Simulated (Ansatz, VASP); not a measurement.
# One calculation of H, two programs

Contents of INCAR:

```
ALGO = Normal
EDIFF = 1E-6
ENCUT = 520
GGA = PE
ISIF = 2
ISMEAR = 0
LASPH = True
LCHARG = False
LREAL = False
LWAVE = False
NBANDS = 8
NELM = 80
PREC = Accurate
SIGMA = 0.05
```

File KPOINTS:

```
k-points
0
Gamma
  10 10 10
```

Contents of POSCAR:

```
H
1.0
   -1.6995416285      1.6995416285      2.7224232203
    1.6995416285     -1.6995416285      2.7224232203
    1.6995416285      1.6995416285     -2.7224232203
H
2
Direct
    0.9178910720      0.9178910720      0.0000000000
    0.0821089280      0.0821089280      0.0000000000
```

Input for Ansatz:

```yaml
crystal:
  lattice:
    - [-1.6995416285, 1.6995416285, 2.7224232203]
    - [1.6995416285, -1.6995416285, 2.7224232203]
    - [1.6995416285, 1.6995416285, -2.7224232203]
  atoms:
    - { symbol: H, position: [0.917891072, 0.917891072, 0.0] }
    - { symbol: H, position: [0.082108928, 0.082108928, 0.0] }
basis:
  ecutwfc: 420
kpoints:
  mp_grid: { grid: [10, 10, 10] }
hamiltonian:
  xc: pbe
scf:
  occupations: { method: gaussian, width: 0.05 }
output:
  forces: true
  stress: true
  eigenvalues: true
  write_density: true
  write_potential: true
  elf: true
  volumetric_format: npy
```

Alike in both runs: task single point; functional PBE; k mesh 10 × 10 × 10; occupations gaussian, width 0.05 eV; no spin polarisation.

```csv
,VASP,Ansatz
version,VASP 6.6.1,Ansatz 0.2.0
potentials or method,"VASP PAW PBE potentials, release 64 (H), cutoff 520 eV","scalar-relativistic, plane waves, PAW"
valence electrons in the cell,2,2
```

VASP gave:

```
gap on the k mesh at the Fermi level (eV)                     : 7.40
least direct gap on the mesh (eV)                             : 7.51
pressure (GPa)                                                : -4.9
traceless stress, the component that is largest in VASP (GPa) : -9.89
rms of the force components (eV/Å)                            : 1.857
```

Problem. Which values does Ansatz return?

Solution. gap on the k mesh at the Fermi level (eV): 7.39; least direct gap on the mesh (eV): 7.51; pressure (GPa): -4.8; traceless stress, the component that is largest in VASP (GPa): -9.92; rms of the force components (eV/Å): 1.858.

Atom by atom the forces differ by 0.001 eV/Å (rms over components).
